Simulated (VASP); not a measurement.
## CO2: single point with PBE

CO2:

```
C O
1.0
     2.33390   -0.00022   -0.00666
    -0.00022    2.33390   -0.00237
    -0.03006   -0.01121   10.61618
C O
2 4
Direct
  0.00366 0.97796 0.99986
  0.49635 0.52204 0.50014
  0.00567 0.47871 0.07759
  0.99835 0.52276 0.57787
  0.49434 0.02129 0.42241
  0.50164 0.97724 0.92213
```

| Quantity | Value |
| --- | --- |
| Program | VASP 6.6.1 |
| Task | single point |
| Functional | PBE |
| Potentials or basis | VASP PAW PBE potentials, release 64 (C, O) |
| Cutoff | 520 eV |
| k mesh | 8 × 8 × 2 |
| Occupations | gaussian, width 0.1 eV |
| Spin | no spin polarisation |

| Item | Value |
| --- | --- |
| Pressure | 1.4 GPa |
| Largest force | 0.138 eV/Å |
| Band gap on the k mesh | 3.89 eV, indirect (least direct gap 4.30 eV) |

Forces in eV/Å, atoms in the order of the input:
```
C    0.000  0.000  0.000
C    0.000  0.000  0.000
O    0.000  0.000  0.138
O    0.000  0.000  0.138
O    0.000  0.000 -0.138
O    0.000  0.000 -0.138
```

Stress tensor (GPa, compression positive):
```
 1.63  0.01  0.00
 0.01  1.63 -0.01
 0.00 -0.01  0.92
```

Levels at points of the mesh, in eV from the valence-band top:
| k point | band 13 | band 14 | band 15 | band 16 | band 17 | band 18 | band 19 | band 20 |
| --- | --- | --- | --- | --- | --- | --- | --- | --- |
| (0.00, 0.00, 0.00) | -0.42 | -0.42 | -0.42 | -0.42 | 3.89 | 3.92 | 6.22 | 7.00 |
| (0.50, 0.00, 0.00) | -2.56 | -2.56 | 0.00 | 0.00 | 6.38 | 6.38 | 9.10 | 9.10 |
| (0.00, 0.50, 0.00) | -2.57 | -2.56 | 0.00 | 0.00 | 6.38 | 6.38 | 9.10 | 9.10 |
| (0.50, 0.50, 0.00) | -4.75 | -4.75 | -2.47 | -2.47 | 7.84 | 7.84 | 7.95 | 7.96 |
| (0.00, 0.00, 0.50) | -0.42 | -0.42 | -0.42 | -0.42 | 3.90 | 3.90 | 6.57 | 6.57 |
| (0.50, 0.00, 0.50) | -2.57 | -2.56 | 0.00 | 0.00 | 6.38 | 6.38 | 9.10 | 9.10 |
| (0.00, 0.50, 0.50) | -2.57 | -2.56 | 0.00 | 0.00 | 6.38 | 6.38 | 9.10 | 9.10 |
| (0.50, 0.50, 0.50) | -4.76 | -4.76 | -2.47 | -2.47 | 7.90 | 7.90 | 7.90 | 7.90 |

Wall time 110 s on 1 thread of AMD EPYC 7R13 (shared host), peak memory 0.18 GiB.

A k mesh can miss the band edges. PBE gaps usually lie below the measured ones, often by a third to a half.
